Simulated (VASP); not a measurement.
# TaN (Pm-3m) in VASP: further runs

The runs below take TaN through single point, with PBEsol+D3(BJ), PBE.

All numbers are computed with VASP 6.6.1; they aren't measurements. Logs are shortened: lines on timing, memory, paths and dates and some standing lists are left out, and cuts for length are marked.

### Step 1. The cell of the first run

Symmetry: Pm-3m, No. 221, cubic system. The conventional cell has a = 2.699 Å, b = 2.699 Å, c = 2.699 Å, α = 90.00°, β = 90.00°, γ = 90.00°. Ta (site symmetry m-3m) has 8 N at 2.34 Å and 6 Ta at 2.70 Å within 3.1 Å. Within 3.1 Å of N (site symmetry m-3m) lie 8 Ta at 2.34 Å and 6 N at 2.70 Å.

### Step 2. Single point, PBEsol+D3(BJ)

File INCAR:

```
SYSTEM = TaN
  PREC = Accurate
  ENCUT = 600
  EDIFF = 1E-6
  ISMEAR = -1
  SIGMA = 0.05
  LREAL = .FALSE.
  LASPH = .TRUE.
  NELM = 120
  ALGO = Normal
  ISIF = 2
  LWAVE = .FALSE.
  LCHARG = .FALSE.
  GGA = PS
  IVDW = 12
  NBANDS = 16
  GGA_COMPAT = .FALSE.
```

File KPOINTS:

```
Automatic mesh
0
G
  10 10 10
  0 0 0
```

File POSCAR:

```
TaN
1.0
    2.6994414465      0.0000000000      0.0000000000
    0.0000000000      2.6994414465      0.0000000000
    0.0000000000      0.0000000000      2.6994414465
Ta N
1 1
Direct
    0.0000000000      0.0000000000      0.0000000000
    0.5000000000      0.5000000000      0.5000000000
```

Potentials or basis: VASP PAW PBE potentials, release 64 (Ta_sv_GW, N).

Command:

```bash
> cat potpaw_PBE.64/Ta_sv_GW/POTCAR potpaw_PBE.64/N/POTCAR > POTCAR
> mpirun -np 1 vasp_std > vasp.out
```

OUTCAR:

```text
SYSTEM = TaN
   PREC = Accurate
   ENCUT = 600
   EDIFF = 1E-6
   ISMEAR = -1
   LREAL = .FALSE.
   LASPH = .TRUE.
   NELM = 120
   ISIF = 2
   GGA = PS
   IVDW = 12
 IVDW          = 12

 ion  position               nearest neighbor table
   1  0.000  0.000  0.000-   2 2.34   2 2.34   2 2.34   2 2.34   2 2.34   2 2.34   2 2.34   2 2.34

   2  0.500  0.500  0.500-   1 2.34   1 2.34   1 2.34   1 2.34   1 2.34   1 2.34   1 2.34   1 2.34

  LATTYP: Found a simple cubic cell.
 ALAT       =     2.6994414465

  Lattice vectors:

 A1 = (   2.6994414465,   0.0000000000,   0.0000000000)
 A2 = (   0.0000000000,   2.6994414465,   0.0000000000)
 A3 = (   0.0000000000,   0.0000000000,   2.6994414465)

Analysis of symmetry for initial positions (statically):
=====================================================================
 Subroutine PRICEL returns:
 Original cell was already a primitive cell.

 Routine SETGRP: Setting up the symmetry group for a
 simple cubic supercell.

 Subroutine GETGRP returns: Found 48 space group operations
 (whereof 48 operations were pure point group operations)
 out of a pool of 48 trial point group operations.

The static configuration has the point symmetry O_h .

Analysis of symmetry for dynamics (positions and initial velocities):
=====================================================================
 Subroutine PRICEL returns:
 Original cell was already a primitive cell.

 Routine SETGRP: Setting up the symmetry group for a
 simple cubic supercell.

 Subroutine GETGRP returns: Found 48 space group operations
 (whereof 48 operations were pure point group operations)
 out of a pool of 48 trial point group operations.

The dynamic configuration has the point symmetry O_h .

 Subroutine INISYM returns: Found 48 space group operations
 (whereof 48 operations are pure point group operations),
 and found     1 'primitive' translations

----------------------------------------------------------------------------------------

                                     Primitive cell

  volume of cell :      19.6708

  direct lattice vectors                    reciprocal lattice vectors
     2.699441446  0.000000000  0.000000000     0.370447005  0.000000000  0.000000000
     0.000000000  2.699441446  0.000000000     0.000000000  0.370447005  0.000000000
     0.000000000  0.000000000  2.699441446     0.000000000  0.000000000  0.370447005

  length of vectors
     2.699441446  2.699441446  2.699441446     0.370447005  0.370447005  0.370447005

  position of ions in fractional coordinates (direct lattice)
     0.000000000  0.000000000  0.000000000
     0.500000000  0.500000000  0.500000000

  ion indices of the primitive-cell ions
   primitive index   ion index
                 1           1
                 2           2

----------------------------------------------------------------------------------------

 KPOINTS: Automatic mesh

Automatic generation of k-mesh.
 Grid dimensions read from file:
 generate k-points for:   10   10   10

 Generating k-lattice:

  Cartesian coordinates                     Fractional coordinates (reciprocal lattice)
     0.037044701  0.000000000  0.000000000     0.100000000  0.000000000  0.000000000
     0.000000000  0.037044701  0.000000000     0.000000000  0.100000000  0.000000000
     0.000000000  0.000000000  0.037044701     0.000000000  0.000000000  0.100000000

  Length of vectors
     0.037044701  0.037044701  0.037044701

  Shift w.r.t. Gamma in fractional coordinates (k-lattice)
     0.000000000  0.000000000  0.000000000

 Subroutine IBZKPT returns following result:
 ===========================================

 Found     56 irreducible k-points:

 Following reciprocal coordinates:
            Coordinates               Weight
  0.000000  0.000000  0.000000      1.000000
  0.100000  0.000000  0.000000      6.000000
  0.200000  0.000000  0.000000      6.000000
  0.300000  0.000000  0.000000      6.000000
  0.400000  0.000000  0.000000      6.000000
  0.500000  0.000000  0.000000      3.000000
[... 16 lines left out ...]
  0.200000  0.100000  0.100000     24.000000
  0.300000  0.100000  0.100000     24.000000
 [... further k-points ...]
   k-points           NKPTS =     56   k-points in BZ     NKDIM =     56   number of bands    NBANDS=     16
   number of dos      NEDOS =    301   number of ions     NIONS =      2
   total plane-waves  NPLWV =  13824
   dimension x,y,z NGX =    24 NGY =   24 NGZ =   24
   dimension x,y,z NGXF=    48 NGYF=   48 NGZF=   48
   ions per type =               1   1
   NGX,Y,Z   is equivalent  to a cutoff of  14.78, 14.78, 14.78 a.u.
   NGXF,Y,Z  is equivalent  to a cutoff of  29.56, 29.56, 29.56 a.u.
 SYSTEM =  TaN
   PREC   = accura    normal or accurate (medium, high low for compatibility)
   ISTART =      0    job   : 0-new  1-cont  2-samecut
   ICHARG =      2    charge: 1-file 2-atom 10-const
   ISPIN  =      1    spin polarized calculation?
   LNONCOLLINEAR =      F non collinear calculations
   LSORBIT =      F    spin-orbit coupling
   LASPH  =      T    aspherical Exc in radial PAW
   ENCUT  =  600.0 eV  44.10 Ry    6.64 a.u.   5.39  5.39  5.39*2*pi/ulx,y,z
   NELM   =    120;   NELMIN=  2; NELMDL= -5     # of ELM steps
   EDIFF  = 0.1E-05   stopping-criterion for ELM
   LREAL  =      F    real-space projection
   EDIFFG = 0.1E-04   stopping-criterion for IOM
   NSW    =      0    number of steps for IOM
   IBRION =     -1    ionic relax: 0-MD 1-quasi-New 2-CG
   NFREE  =      0    steps in history (QN), initial steepest desc. (CG)
   ISIF   =      2    stress and relaxation
   ISYM   =      2    0-nonsym 1-usesym 2-fastsym
   POTIM  = 0.5000    time-step for ionic-motion
   TEBEG  =    0.0;   TEEND  =   0.0 temperature during run
   PSTRESS=    0.0 pullay stress
   NELECT =      18.0000    total number of electrons
   NUPDOWN=      -1.0000    fix difference up-down
   EMIN   =  10.00;   EMAX   =-10.00  energy-range for DOS
   EFERMI =   0.00;   METHOD = LEGACY
   ISMEAR =    -1;   SIGMA  =   0.05  broadening in eV -4-tet -1-fermi 0-gaus
   EFERMI_NEDOS =   21; number of points for ismear=-14 and -15
   IALGO  =     38    algorithm
   IMIX   =      4    mixing-type and parameters
     AMIX     =   0.40;   BMIX     =  1.00
     AMIX_MAG =   1.60;   BMIX_MAG =  1.00
  volume/ion in A,a.u.               =       9.84        66.37
  Fermi-wavevector in a.u.,A,eV,Ry     =   1.589370  3.003474 34.369648  2.526098
  Thomas-Fermi vector in A             =   2.688230
   LORBIT       =      0    0 simple, 1 ext, 2 COOP (PROOUT), +10 PAW based schemes
   GGA     = PS    functional components
   LHFCALC =     F    Hartree Fock is set to
   AEXX    =    0.0000 exact exchange contribution
   IVDW    =    12    specifies the selected vdW correction
   LEPSILON=     F    determine dielectric tensor
   LRPA    =     F    only Hartree local field effects (RPA)
 non-spin polarized calculation
  energy-cutoff  :      600.00
  volume of cell :       19.67
 maximum number of plane-waves:       691
 NGX is ok and might be reduce to    24
   NGX = 11   NGY = 11   NGZ = 11

 number of electron      17.9999997 magnetization

 Free energy of the ion-electron system (eV)
  ---------------------------------------------------
  ext. energy  EPLUGINS =         0.00000000
  ---------------------------------------------------
  free energy    TOTEN  =       -24.80594401 eV

  energy without entropy =      -24.80580680  energy(sigma->0) =      -24.80587540

 E-fermi :  14.4204     XC(G=0): -14.4906

 val. band max:       14.1881536285   @ k =   0.2000   0.2000   0.0000
 cond. band min:      14.6875373549   @ k =   0.3000   0.2000   0.2000
 fundamental gap:      0.4993837264
 Fermi energy:        14.4204016030

 k-point     1 :       0.0000    0.0000    0.0000
  band No.  band energies     occupation
      1     -54.7523      2.00000
      2     -20.6643      2.00000
      3     -20.6643      2.00000
      4     -20.6643      2.00000
      5      -4.3440      2.00000
      6       9.2504      2.00000
[... 8 lines left out ...]
     15      32.2919      0.00000
     16      32.2919      0.00000

 k-point     2 :       0.1000    0.0000    0.0000
  band No.  band energies     occupation
      1     -54.7419      2.00000
      2     -20.8241      2.00000
      3     -20.6502      2.00000
      4     -20.6502      2.00000
      5      -4.1171      2.00000
      6       8.9489      2.00000
[... 8 lines left out ...]
     15      30.3858      0.00000
     16      32.5640      0.00000

 k-point     3 :       0.2000    0.0000    0.0000
  band No.  band energies     occupation
      1     -54.7149      2.00000
      2     -21.2253      2.00000
      3     -20.6131      2.00000
      4     -20.6131      2.00000
      5      -3.4976      2.00000
      6       7.6782      2.00000
[... 8 lines left out ...]
     15      27.7524      0.00000
     16      32.7158      0.00000

 k-point     4 :       0.3000    0.0000    0.0000
  band No.  band energies     occupation
      1     -54.6812      2.00000
      2     -21.6907      2.00000
      3     -20.5668      2.00000
      4     -20.5668      2.00000
      5      -2.6353      2.00000
      6       6.0153      2.00000
[... 8 lines left out ...]
     15      25.5746      0.00000
     16      31.3693      0.00000

 k-point     5 :       0.4000    0.0000    0.0000
  band No.  band energies     occupation
      1     -54.6539      2.00000
      2     -22.0463      2.00000
      3     -20.5290      2.00000
      4     -20.5290      2.00000
      5      -1.7686      2.00000
      6       4.5903      2.00000
[... 8 lines left out ...]
     15      24.1252      0.00000
     16      28.8044      0.00000

 k-point     6 :       0.5000    0.0000    0.0000
  band No.  band energies     occupation
      1     -54.6434      2.00000
      2     -22.1777      2.00000
      3     -20.5144      2.00000
      4     -20.5144      2.00000
      5      -1.3534      2.00000
      6       3.9794      2.00000
[... 8 lines left out ...]
     15      23.6107      0.00000
     16      26.7564      0.00000

 k-point     7 :       0.1000    0.1000    0.0000
  band No.  band energies     occupation
      1     -54.7316      2.00000
      2     -20.8252      2.00000
      3     -20.7918      2.00000
      4     -20.6363      2.00000
      5      -3.9047      2.00000
      6       9.0429      2.00000
[... 8 lines left out ...]
     15      30.2289      0.00000
     16      31.6342      0.00000

 k-point     8 :       0.2000    0.1000    0.0000
  band No.  band energies     occupation
      1     -54.7047      2.00000
      2     -21.2076      2.00000
      3     -20.7659      2.00000
      4     -20.5997      2.00000
      5      -3.3289      2.00000
      6       7.7391      2.00000
[... 8 lines left out ...]
     15      28.2291      0.00000
     16      32.1455      0.00000

 k-point     9 :       0.3000    0.1000    0.0000
  band No.  band energies     occupation
      1     -54.6712      2.00000
      2     -21.6686      2.00000
      3     -20.7154      2.00000
      4     -20.5540      2.00000
      5      -2.5411      2.00000
      6       6.1414      2.00000
[... 8 lines left out ...]
     15      26.2181      0.00000
     16      30.7562      0.00000
[... 172 lines left out ...]
 k-point    19 :       0.4000    0.4000    0.0000
  band No.  band energies     occupation
      1     -54.5590      2.00000
      2     -21.8146      2.00000
      3     -21.7870      2.00000
      4     -20.4102      2.00000
      5      -2.0359      2.00000
      6       7.1455      2.00000
[... 8 lines left out ...]
     15      29.6740      0.00000
     16      29.7009      0.00000

 k-point    20 :       0.5000    0.4000    0.0000
  band No.  band energies     occupation
      1     -54.5489      2.00000
      2     -21.9235      2.00000
      3     -21.7740      2.00000
      4     -20.3974      2.00000
      5      -2.0872      2.00000
      6       7.5301      2.00000
[... 8 lines left out ...]
     15      27.4707      0.00000
     16      30.0304      0.00000

 k-point    21 :       0.5000    0.5000    0.0000
  band No.  band energies     occupation
      1     -54.5389      2.00000
      2     -21.8956      2.00000
      3     -21.8956      2.00000
      4     -20.3849      2.00000
      5      -2.1747      2.00000
      6       8.2603      2.00000
[... 8 lines left out ...]
     15      27.8049      0.00000
     16      27.8049      0.00000

 k-point    22 :       0.1000    0.1000    0.1000
  band No.  band energies     occupation
      1     -54.7214      2.00000
      2     -20.8253      2.00000
      3     -20.7770      2.00000
      4     -20.7770      2.00000
      5      -3.7063      2.00000
      6       9.1282      2.00000
[... 8 lines left out ...]
     15      30.7211      0.00000
     16      30.7211      0.00000

 k-point    23 :       0.2000    0.1000    0.1000
  band No.  band energies     occupation
      1     -54.6946      2.00000
      2     -21.1902      2.00000
      3     -20.7643      2.00000
      4     -20.7379      2.00000
      5      -3.1723      2.00000
      6       7.8783      2.00000
[... 8 lines left out ...]
     15      28.7347      0.00000
     16      31.8385      0.00000

 k-point    24 :       0.3000    0.1000    0.1000
  band No.  band energies     occupation
      1     -54.6612      2.00000
      2     -21.6468      2.00000
      3     -20.7136      2.00000
      4     -20.6891      2.00000
      5      -2.4525      2.00000
      6       6.3120      2.00000
[... 8 lines left out ...]
     15      26.8442      0.00000
     16      30.9811      0.00000

 [... further k-points ...]

------------------------ aborting loop because EDIFF is reached ----------------------------------------

 Edisp (eV)   -1.00814

 E8    (eV) :    -0.7001

  FORCE on cell =-STRESS in cart. coord.  units (eV):
  Direction    XX          YY          ZZ          XY          YZ          ZX
  --------------------------------------------------------------------------------------
  -------------------------------------------------------------------------------------
  Total      -0.00507    -0.00507    -0.00507    -0.00000    -0.00000     0.00000
  in kB      -0.41259    -0.41259    -0.41259    -0.00000    -0.00000     0.00000
  external pressure =       -0.41 kB  Pullay stress =        0.00 kB

 VOLUME and BASIS-vectors are now :
 -----------------------------------------------------------------------------
  energy-cutoff  :      600.00
  volume of cell :       19.67
      direct lattice vectors                 reciprocal lattice vectors
     2.699441446  0.000000000  0.000000000     0.370447005  0.000000000  0.000000000
     0.000000000  2.699441446  0.000000000     0.000000000  0.370447005  0.000000000
     0.000000000  0.000000000  2.699441446     0.000000000  0.000000000  0.370447005

 POSITION                                       TOTAL-FORCE (eV/Angst)
 -----------------------------------------------------------------------------------
      0.00000      0.00000      0.00000         0.000000      0.000000      0.000000
      1.34972      1.34972      1.34972         0.000000      0.000000      0.000000
 -----------------------------------------------------------------------------------
    total drift:                                0.000000      0.000000     -0.000000

  FREE ENERGIE OF THE ION-ELECTRON SYSTEM (eV)
  ---------------------------------------------------
  free  energy   TOTEN  =       -25.8140819045 eV

  energy  without entropy=      -25.8139446989  energy(sigma->0) =      -25.81401330
```

Run time: 28 s. Hardware: 1 thread of AMD EPYC 7R43 (Zen 3), shared host; peak memory 0.13 GiB.

Results:

```
Free energy                : -25.8141 eV
Pressure                   : 0.0 GPa
Band gap on the k mesh     : zero (band 9 reaches 20.93 eV, above the bottom of band 10 at 11.59 eV)
Dispersion energy per atom : -0.504 eV
```

Caveat: the PAW data sets were made with another functional, which shifts forces and pressure a little; spin-orbit coupling is left out, which moves the levels of the heavy elements; pairwise dispersion overbinds metals, which lowers pressure and volume.

### Step 3. Single point, PBE

This run uses another cell than the first one, of 9.79 Å³/atom, 0.995 times its volume.

File INCAR:

```
PREC     = Accurate       # precision mode
ENCUT    = 600            # plane-wave cutoff, eV
EDIFF    = 1E-6           # SCF threshold, eV
ISMEAR   = -1             # smearing method
SIGMA    = 0.05           # smearing width, eV
LREAL    = F              # projectors in reciprocal space
LASPH    = T              # aspherical terms in the spheres
NELM     = 120            # most SCF steps
ALGO     = Normal         # electronic algorithm
ISIF     = 2              # what is computed and relaxed
LWAVE    = F              # write WAVECAR
LCHARG   = F              # write CHGCAR
GGA      = PE             # functional
NBANDS   = 16             # bands
GGA_COMPAT= F
```

File KPOINTS:

```
Automatic mesh
0
Gamma
  10 10 10
```

File POSCAR:

```
TaN
1.0
    2.6953800863      0.0000000000      0.0000000000
    0.0000000000      2.6953800863      0.0000000000
    0.0000000000      0.0000000000      2.6953800863
Ta N
1 1
Direct
    0.0000000000      0.0000000000      0.0000000000
    0.5000000000      0.5000000000      0.5000000000
```

Potentials or basis: VASP PAW PBE potentials, release 64 (Ta_sv_GW, N).

Command:

```bash
> cat potpaw_PBE.64/Ta_sv_GW/POTCAR potpaw_PBE.64/N/POTCAR > POTCAR
> mpirun -np 1 vasp_std > vasp.out
```

It used 28 s of CPU time on 1 thread of AMD EPYC 7R13 Processor (Zen 3) (shared host).

It converged, with:

- Free energy: -23.3352 eV
- Pressure: 21.1 GPa
- Band gap on the k mesh: zero (band 9 reaches 21.19 eV, above the bottom of band 10 at 11.80 eV)

Levels at points of the mesh, in eV from the Fermi level:
```tsv
k point	band 6	band 7	band 8	band 9	band 10	band 11	band 12	band 13
(0.00, 0.00, 0.00)	-5.18	-5.18	-2.85	-2.85	-2.85	2.93	4.16	4.16
(0.50, 0.00, 0.00)	-10.43	-4.93	-4.93	-3.88	4.09	4.81	5.57	5.57
(0.50, 0.50, 0.00)	-6.16	-6.16	-3.90	-2.22	0.68	0.68	0.95	7.31
(0.50, 0.50, 0.50)	-9.62	-9.62	-9.62	6.53	6.53	6.53	7.64	7.64
```

Caveat: spin-orbit coupling is left out, which moves the levels of the heavy elements.
